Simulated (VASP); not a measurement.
Input of a VASP 6.6.1 run:

Contents of INCAR:

```
PREC = Accurate
ENCUT = 520
EDIFF = 1E-6
ISMEAR = 0
SIGMA = 0.1
LREAL = F
LASPH = T
NELM = 60
ALGO = Normal
ISIF = 2
LWAVE = F
LCHARG = F
GGA = CA
NBANDS = 11
```

KPOINTS

```
regular mesh
0
Gamma
  14 14 14
```

Contents of POSCAR:

```
Ca
1.0
    0.0000000000      2.6688036288      2.6688036288
    2.6688036288      0.0000000000      2.6688036288
    2.6688036288      2.6688036288      0.0000000000
Ca
1
Direct
    0.0000000000      0.0000000000      0.0000000000
```

Potentials or basis: VASP PAW LDA potentials, release 64 (Ca_sv).

Command:

```bash
$ cat potpaw_LDA.64/Ca_sv/POTCAR > POTCAR
$ mpirun -np 1 vasp_std > vasp.out
```

Estimate the pressure.

0.0 GPa.

Estimate the band gap on the k mesh.

zero (band 5 reaches 2.29 eV, above the bottom of band 6 at 2.19 eV).
